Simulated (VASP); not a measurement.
Mg9O8 (a cell with a defect): single point with PBE+D3(BJ)

Mg9O8 (a cell with a defect):

```
CELL_PARAMETERS angstrom
0.00000 4.22500 4.22500
4.22500 0.00000 4.22500
4.22500 4.22500 0.00000
ATOMIC_POSITIONS crystal
Mg 0.99796 0.99733 0.00373
Mg 0.99796 0.99734 0.50081
Mg 0.00228 0.49357 0.00196
Mg 0.07454 0.47506 0.47509
Mg 0.49461 0.00142 0.00190
Mg 0.47490 0.07544 0.47475
Mg 0.48304 0.48264 0.05531
Mg 0.48283 0.48246 0.47893
Mg 0.63784 0.63899 0.61126
O 0.24275 0.24197 0.24193
O 0.24270 0.24195 0.77315
O 0.24459 0.77025 0.24247
O 0.25101 0.74180 0.75356
O 0.77070 0.24403 0.24252
O 0.74245 0.25143 0.75301
O 0.74877 0.74740 0.23111
O 0.74854 0.74727 0.77255
```

```yaml
Program: VASP 6.6.1
Task: single point
Functional: PBE
Dispersion: D3(BJ)
Potentials_or_basis: VASP PAW PBE potentials, release 64 (Mg, O)
Cutoff: 520 eV
k_mesh: 2 × 2 × 2
Occupations: gaussian, width 0.02 eV
Spin: no spin polarisation
```

The pressure is 34.1 GPa, the largest force is 0.046 eV/Å and the band gap on the k mesh is zero (bands 33 and 34 overlap by 0.48 eV). The dispersion energy per atom is -0.330 eV.

Forces on the atoms (eV/Å):
```
Mg   0.007  0.003  0.012
Mg  -0.004 -0.009  0.011
Mg  -0.005  0.007 -0.015
Mg  -0.011  0.007 -0.010
Mg   0.006 -0.006 -0.010
Mg   0.002 -0.005 -0.010
Mg  -0.008 -0.005  0.001
Mg   0.004  0.008  0.008
Mg  -0.003  0.010 -0.008
O    0.010 -0.006  0.019
O    0.009 -0.006  0.018
O   -0.009  0.011 -0.004
O    0.017 -0.022 -0.028
O    0.014 -0.009  0.003
O   -0.017  0.014 -0.017
O   -0.035 -0.026  0.014
O    0.024  0.033  0.016
```

Stress tensor (GPa, compression positive):
```
34.93 -0.55  0.06
-0.55 34.92 -0.04
 0.06 -0.04 32.42
```

Levels at points of the mesh, in eV from the Fermi level:
```
           k point  band 29  band 30  band 31  band 32  band 33  band 34  band 35  band 36  band 37  band 38
(0.00, 0.00, 0.00)    -7.11    -6.72    -6.70    -6.65    -2.41    -0.05     0.68     0.81     0.91     1.51
(0.50, 0.00, 0.00)    -7.03    -6.99    -6.95    -6.93    -0.33    -0.18     1.27     1.67     2.19     2.57
(0.00, 0.50, 0.00)    -7.02    -6.99    -6.96    -6.93    -0.32    -0.19     1.29     1.67     2.18     2.55
(0.00, 0.00, 0.50)    -7.08    -7.03    -6.88    -6.87    -0.38     0.05     1.20     1.61     2.16     2.93
(0.50, 0.50, 0.50)    -7.08    -7.02    -6.88    -6.87    -0.38     0.05     1.20     1.60     2.16     2.93
(0.50, 0.50, 0.00)    -7.32    -7.26    -7.17    -7.09     0.17     0.70     1.48     1.69     2.37     2.97
(0.00, 0.50, 0.50)    -7.27    -7.25    -7.17    -7.06     0.29     0.49     1.50     1.99     2.20     3.06
(0.50, 0.00, 0.50)    -7.27    -7.25    -7.17    -7.06     0.29     0.49     1.50     1.99     2.20     3.06
```

Wall time 2.7 min on 1 thread of Intel(R) Xeon(R) Platinum 8488C (Sapphire Rapids), on a shared host, peak memory 0.32 GiB.

Caveat: the k points lie up to 0.64 Å⁻¹ apart.
